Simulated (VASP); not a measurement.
# SnO (P4/nmm) in VASP: further runs

Runs on SnO. Level: PBEsol. Tasks: single point.

Program: VASP 6.6.1. These are calculated values, not measurements. Logs are shortened: lines on timing, memory, paths and dates and some standing lists are left out, and cuts for length are marked.

## 1. The cell of the first run

The structure is tetragonal, space group P4/nmm (No. 129). Conventional cell: a = 3.578 Å, b = 3.578 Å, c = 5.461 Å, α = 90.00°, β = 90.00°, γ = 90.00°. Sn (site symmetry 4mm) has 4 O at 2.21 Å within 2.9 Å. O (site symmetry -4m2) has 4 Sn at 2.21 Å and 4 O at 2.53 Å within 2.9 Å.

## 2. Single point, PBEsol

Contents of INCAR:

```
SYSTEM = SnO
ALGO = Normal
EDIFF = 1E-6
ENCUT = 520
GGA = PS
ISIF = 2
ISMEAR = 0
LASPH = .True.
LCHARG = .False.
LREAL = .False.
LWAVE = .False.
NBANDS = 28
NELM = 100
PREC = Accurate
SIGMA = 0.15
```

Contents of KPOINTS:

```
k-points
0
Gamma
  14 14 12
  0 0 0
```

Contents of POSCAR:

```
SnO
1.0
    3.5778189818      0.0000000000      0.0000000000
    0.0000000000      3.5778189818      0.0000000000
    0.0000000000      0.0000000000      5.4610202828
Sn O
2 2
Direct
    0.0000000000      0.5000000000      0.2385000000
    0.5000000000      0.0000000000      0.7615000000
    0.0000000000      0.0000000000      0.0000000000
    0.5000000000      0.5000000000      0.0000000000
```

Potentials or basis: VASP PAW PBE potentials, release 64 (Sn_d, O).

Command:

```bash
> cat potpaw_PBE.64/Sn_d/POTCAR potpaw_PBE.64/O/POTCAR > POTCAR
> mpirun -np 1 vasp_std > vasp.out
```

OUTCAR:

```text
SYSTEM = SnO
   EDIFF = 1E-6
   ENCUT = 520
   GGA = PS
   ISIF = 2
   ISMEAR = 0
   LASPH = .True.
   LREAL = .False.
   NELM = 100
   PREC = Accurate

 ion  position               nearest neighbor table
   1  0.000  0.500  0.239-   3 2.21   4 2.21   3 2.21   4 2.21   2 3.63   2 3.63   2 3.63   2 3.63

   2  0.500  0.000  0.761-   3 2.21   4 2.21   4 2.21   3 2.21   1 3.63   1 3.63   1 3.63   1 3.63

   3  0.000  0.000  0.000-   1 2.21   2 2.21   1 2.21   2 2.21
   4  0.500  0.500  0.000-   1 2.21   2 2.21   2 2.21   1 2.21

  LATTYP: Found a simple tetragonal cell.
 ALAT       =     3.5778189818
 C/A-ratio  =     1.5263545502

  Lattice vectors:

 A1 = (   3.5778189818,   0.0000000000,   0.0000000000)
 A2 = (   0.0000000000,   3.5778189818,   0.0000000000)
 A3 = (   0.0000000000,   0.0000000000,   5.4610202828)

Analysis of symmetry for initial positions (statically):
=====================================================================
 Subroutine PRICEL returns:
 Original cell was already a primitive cell.

 Routine SETGRP: Setting up the symmetry group for a
 simple tetragonal supercell.

 Subroutine GETGRP returns: Found 16 space group operations
 (whereof  8 operations were pure point group operations)
 out of a pool of 16 trial point group operations.

The static configuration has the point symmetry D_2d.
 The point group associated with its full space group is D_4h.

Analysis of symmetry for dynamics (positions and initial velocities):
=====================================================================
 Subroutine PRICEL returns:
 Original cell was already a primitive cell.

 Routine SETGRP: Setting up the symmetry group for a
 simple tetragonal supercell.

 Subroutine GETGRP returns: Found 16 space group operations
 (whereof  8 operations were pure point group operations)
 out of a pool of 16 trial point group operations.

The dynamic configuration has the point symmetry D_2d.
 The point group associated with its full space group is D_4h.

 Subroutine INISYM returns: Found 16 space group operations
 (whereof  8 operations are pure point group operations),
 and found     1 'primitive' translations

----------------------------------------------------------------------------------------

                                     Primitive cell

  volume of cell :      69.9054

  direct lattice vectors                    reciprocal lattice vectors
     3.577818982  0.000000000  0.000000000     0.279499887  0.000000000  0.000000000
     0.000000000  3.577818982  0.000000000     0.000000000  0.279499887  0.000000000
     0.000000000  0.000000000  5.461020283     0.000000000  0.000000000  0.183115965

  length of vectors
     3.577818982  3.577818982  5.461020283     0.279499887  0.279499887  0.183115965

  position of ions in fractional coordinates (direct lattice)
     0.000000000  0.500000000  0.238500000
     0.500000000  0.000000000  0.761500000
     0.000000000  0.000000000  0.000000000
     0.500000000  0.500000000  0.000000000

  ion indices of the primitive-cell ions
   primitive index   ion index
                 1           1
                 2           2
                 3           3
                 4           4

----------------------------------------------------------------------------------------

 KPOINTS: k-points

Automatic generation of k-mesh.
 Grid dimensions read from file:
 generate k-points for:   14   14   12

 Generating k-lattice:

  Cartesian coordinates                     Fractional coordinates (reciprocal lattice)
     0.019964278  0.000000000  0.000000000     0.071428571  0.000000000  0.000000000
     0.000000000  0.019964278  0.000000000     0.000000000  0.071428571  0.000000000
     0.000000000  0.000000000  0.015259664     0.000000000  0.000000000  0.083333333

  Length of vectors
     0.019964278  0.019964278  0.015259664

  Shift w.r.t. Gamma in fractional coordinates (k-lattice)
     0.000000000  0.000000000  0.000000000

 Subroutine IBZKPT returns following result:
 ===========================================

 Found    252 irreducible k-points:

 Following reciprocal coordinates:
            Coordinates               Weight
  0.000000  0.000000  0.000000      1.000000
  0.071429  0.000000  0.000000      4.000000
  0.142857  0.000000  0.000000      4.000000
  0.214286  0.000000  0.000000      4.000000
  0.285714  0.000000  0.000000      4.000000
  0.357143  0.000000  0.000000      4.000000
[... 16 lines left out ...]
  0.285714  0.214286  0.000000      8.000000
  0.357143  0.214286  0.000000      8.000000
 [... further k-points ...]
   k-points           NKPTS =    252   k-points in BZ     NKDIM =    252   number of bands    NBANDS=     28
   number of dos      NEDOS =    301   number of ions     NIONS =      4
   total plane-waves  NPLWV =  32928
   dimension x,y,z NGX =    28 NGY =   28 NGZ =   42
   dimension x,y,z NGXF=    56 NGYF=   56 NGZF=   84
   ions per type =               2   2
   NGX,Y,Z   is equivalent  to a cutoff of  13.01, 13.01, 12.79 a.u.
   NGXF,Y,Z  is equivalent  to a cutoff of  26.02, 26.02, 25.57 a.u.
 SYSTEM =  SnO
   PREC   = accura    normal or accurate (medium, high low for compatibility)
   ISTART =      0    job   : 0-new  1-cont  2-samecut
   ICHARG =      2    charge: 1-file 2-atom 10-const
   ISPIN  =      1    spin polarized calculation?
   LNONCOLLINEAR =      F non collinear calculations
   LSORBIT =      F    spin-orbit coupling
   LASPH  =      T    aspherical Exc in radial PAW
   ENCUT  =  520.0 eV  38.22 Ry    6.18 a.u.   6.65  6.65 10.15*2*pi/ulx,y,z
   NELM   =    100;   NELMIN=  2; NELMDL= -5     # of ELM steps
   EDIFF  = 0.1E-05   stopping-criterion for ELM
   LREAL  =      F    real-space projection
   EDIFFG = 0.1E-04   stopping-criterion for IOM
   NSW    =      0    number of steps for IOM
   IBRION =     -1    ionic relax: 0-MD 1-quasi-New 2-CG
   NFREE  =      0    steps in history (QN), initial steepest desc. (CG)
   ISIF   =      2    stress and relaxation
   ISYM   =      2    0-nonsym 1-usesym 2-fastsym
   POTIM  = 0.5000    time-step for ionic-motion
   TEBEG  =    0.0;   TEEND  =   0.0 temperature during run
   PSTRESS=    0.0 pullay stress
   NELECT =      40.0000    total number of electrons
   NUPDOWN=      -1.0000    fix difference up-down
   EMIN   =  10.00;   EMAX   =-10.00  energy-range for DOS
   EFERMI =   0.00;   METHOD = LEGACY
   ISMEAR =     0;   SIGMA  =   0.15  broadening in eV -4-tet -1-fermi 0-gaus
   EFERMI_NEDOS =   21; number of points for ismear=-14 and -15
   IALGO  =     38    algorithm
   IMIX   =      4    mixing-type and parameters
     AMIX     =   0.40;   BMIX     =  1.00
     AMIX_MAG =   1.60;   BMIX_MAG =  1.00
  volume/ion in A,a.u.               =      17.48       117.94
  Fermi-wavevector in a.u.,A,eV,Ry     =   1.359121  2.568365 25.132801  1.847209
  Thomas-Fermi vector in A             =   2.485896
   LORBIT       =      0    0 simple, 1 ext, 2 COOP (PROOUT), +10 PAW based schemes
   GGA     = PS    functional components
   LHFCALC =     F    Hartree Fock is set to
   AEXX    =    0.0000 exact exchange contribution
   IVDW    =     0    specifies the selected vdW correction
   LEPSILON=     F    determine dielectric tensor
   LRPA    =     F    only Hartree local field effects (RPA)
 non-spin polarized calculation
 Gauss-broadening in eV      SIGMA  =   0.15
  energy-cutoff  :      520.00
  volume of cell :       69.91
 maximum number of plane-waves:      1924
 NGX is ok and might be reduce to    28
   NGX = 13   NGY = 13   NGZ = 21

 number of electron      40.0000008 magnetization

 Free energy of the ion-electron system (eV)
  ---------------------------------------------------
  ext. energy  EPLUGINS =         0.00000000
  ---------------------------------------------------
  free energy    TOTEN  =       -23.76750232 eV

  energy without entropy =      -23.76571418  energy(sigma->0) =      -23.76660825

 E-fermi :   7.1155     XC(G=0): -10.4748

 val. band max:        7.0388289564   @ k =   0.5000   0.5000   0.0833
 cond. band min:       7.1227018473   @ k =   0.0714   0.0714   0.0000
 fundamental gap:      0.0838728909
 Fermi energy:         7.1154752724

 k-point     1 :       0.0000    0.0000    0.0000
  band No.  band energies     occupation
      1     -14.8215      2.00000
      2     -14.5008      2.00000
      3     -14.3828      2.00000
      4     -14.3828      2.00000
      5     -14.3772      2.00000
      6     -14.3496      2.00000
[... 20 lines left out ...]
     27      14.1580      0.00000
     28      14.4614      0.00000

 k-point     2 :       0.0714    0.0000    0.0000
  band No.  band energies     occupation
      1     -14.8188      2.00000
      2     -14.4974      2.00000
      3     -14.3852      2.00000
      4     -14.3823      2.00000
      5     -14.3784      2.00000
      6     -14.3502      2.00000
[... 20 lines left out ...]
     27      14.2957      0.00000
     28      15.1336      0.00000

 k-point     3 :       0.1429    0.0000    0.0000
  band No.  band energies     occupation
      1     -14.8116      2.00000
      2     -14.4905      2.00000
      3     -14.3915      2.00000
      4     -14.3817      2.00000
      5     -14.3814      2.00000
      6     -14.3781      2.00000
[... 20 lines left out ...]
     27      14.4237      0.00000
     28      16.4878      0.00000

 k-point     4 :       0.2143    0.0000    0.0000
  band No.  band energies     occupation
      1     -14.8016      2.00000
      2     -14.5060      2.00000
      3     -14.4372      2.00000
      4     -14.3991      2.00000
      5     -14.3863      2.00000
      6     -14.3822      2.00000
[... 578 lines left out ...]
     27      16.4012      0.00000
     28      16.4571      0.00000

 k-point    23 :       0.2857    0.2143    0.0000
  band No.  band energies     occupation
      1     -14.7906      2.00000
      2     -14.6465      2.00000
      3     -14.4266      2.00000
      4     -14.4069      2.00000
      5     -14.4021      2.00000
      6     -14.3974      2.00000
[... 20 lines left out ...]
     27      15.5294      0.00000
     28      16.1128      0.00000

 k-point    24 :       0.3571    0.2143    0.0000
  band No.  band energies     occupation
      1     -14.7872      2.00000
      2     -14.6977      2.00000
      3     -14.4120      2.00000
      4     -14.4073      2.00000
      5     -14.4050      2.00000
      6     -14.4026      2.00000
[... 20 lines left out ...]
     27      15.0047      0.00000
     28      15.7000      0.00000

 [... further k-points ...]
[... 5 lines left out ...]
  --------------------------------------------------------------------------------------
  -------------------------------------------------------------------------------------
  Total        3.6245636      3.6245636     -4.0755298      0.0000000      0.0000000      0.0000000
  in kB       83.0722140     83.0722140    -93.4080139      0.0000000      0.0000000      0.0000000
  external PRESSURE =      24.2454714 kB  Pullay stress =       0.0000000 kB

 VOLUME and BASIS-vectors are now :
 -----------------------------------------------------------------------------
  energy-cutoff  :      520.00
  volume of cell :       69.91
      direct lattice vectors                 reciprocal lattice vectors
     3.577818982  0.000000000  0.000000000     0.279499887  0.000000000  0.000000000
     0.000000000  3.577818982  0.000000000     0.000000000  0.279499887  0.000000000
     0.000000000  0.000000000  5.461020283     0.000000000  0.000000000  0.183115965

 POSITION                                       TOTAL-FORCE (eV/Angst)
 -----------------------------------------------------------------------------------
      0.00000      1.78891      1.30245         0.000000     -0.000000     -1.328235
      1.78891      0.00000      4.15857         0.000000      0.000000      1.328235
      0.00000      0.00000      0.00000         0.000000     -0.000000      0.000000
      1.78891      1.78891      0.00000         0.000000      0.000000      0.000000
 -----------------------------------------------------------------------------------
    total drift:                                0.000000      0.000000      0.000000

  FREE ENERGIE OF THE ION-ELECTRON SYSTEM (eV)
  ---------------------------------------------------
  free  energy   TOTEN  =       -23.7675023159 eV

  energy  without entropy=      -23.7657141769  energy(sigma->0) =      -23.76660825
```

It took 2.9 min on 1 thread of Intel Xeon 6975P-C (Granite Rapids), shared host; peak memory 0.48 GiB.

What came out:

```
Free energy            : -23.7675 eV
Pressure               : 2.4 GPa
Largest force          : 1.328 eV/Å
Band gap on the k mesh : zero (band 20 reaches 7.18 eV, above the bottom of band 21 at 6.96 eV)
```

Forces in eV/Å, atoms in the order of the input:
```
Sn   0.000  0.000 -1.328
Sn   0.000  0.000  1.328
O    0.000  0.000  0.000
O    0.000  0.000  0.000
```

Levels at points of the mesh, in eV from the Fermi level:
```
           k point  band 16  band 17  band 18  band 19  band 20  band 21  band 22  band 23  band 24  band 25
(0.00, 0.00, 0.00)    -5.97    -3.47    -2.32    -2.32     0.06     2.64     4.19     5.10     5.10     5.29
(0.50, 0.00, 0.00)    -5.24    -4.33    -4.33    -3.09    -3.09     2.36     2.36     6.40     6.40     6.43
(0.50, 0.50, 0.00)    -5.55    -2.17    -2.17    -1.66    -1.66    -0.16    -0.16     3.67     3.67     5.72
(0.00, 0.00, 0.50)    -4.00    -3.49    -3.35    -2.34    -2.34     3.04     3.47     3.47     4.91     7.32
(0.50, 0.00, 0.50)    -5.29    -4.32    -4.32    -2.17    -2.17     1.50     1.50     6.15     6.15     6.84
(0.50, 0.50, 0.50)    -5.83    -2.61    -2.61    -1.66    -1.66     1.89     1.89     2.81     2.81     5.61
```

Caveat: the PAW data sets were made with another functional, which shifts forces and pressure a little; spin-orbit coupling is left out, which moves the levels of the heavy elements.

[end of part 1 of 2]
